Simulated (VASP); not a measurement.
**CdSe: single point with r2SCAN**

CdSe:

```
Cd Se
1.0
     4.42585    0.00000    0.00000
    -2.21293    3.83290    0.00000
     0.00000    0.00000    7.21546
Cd Se
2 2
Cartesian
  0.0000 2.5553 0.0326
  2.2129 1.2776 3.6404
  0.0000 2.5553 2.7453
  2.2129 1.2776 6.3530
```

* Program: VASP 6.6.1
* Task: single point
* Functional: r2SCAN
* Potentials or basis: VASP PAW PBE potentials, release 64 (Cd, Se)
* Cutoff: 520 eV
* k mesh: 6 × 6 × 4
* Occupations: gaussian, width 0.01 eV
* Spin: no spin polarisation
* Dipole correction: no
* Further INCAR settings: ALGO = Normal; EDIFF = 1e-06; NBANDS = 26

The pressure is -2.4 GPa and the band gap on the k mesh is 0.95 eV.

Forces in eV/Å, atoms in the order of the input:
```
Cd   0.000  0.000 -0.003
Cd   0.000  0.000 -0.003
Se   0.000  0.000  0.003
Se   0.000  0.000  0.003
```

Levels at points of the mesh, in eV from the valence-band top:
```tsv
k point	band 14	band 15	band 16	band 17	band 18	band 19	band 20	band 21	band 22	band 23
(0.00, 0.00, 0.00)	-0.66	-0.66	-0.04	0.00	0.00	0.95	2.56	6.36	6.36	6.66
(0.50, 0.00, 0.00)	-3.29	-2.33	-1.62	-1.14	-0.65	3.48	3.69	5.10	6.32	6.91
(0.00, 0.00, 0.50)	-2.42	-0.34	-0.34	-0.34	-0.34	2.64	2.64	6.16	6.16	6.74
(0.50, 0.00, 0.50)	-3.81	-1.18	-1.18	-1.17	-1.17	3.28	3.28	5.24	5.24	7.92
```

It took 3.3 min on 1 thread of Intel(R) Xeon(R) Platinum 8488C (Sapphire Rapids) (shared host), peak memory 0.3 GiB.

Caveat: the PAW data sets were made with another functional, which shifts forces and pressure a little. r2SCAN opens gaps a little over a GGA but as a rule still falls short of measured ones.
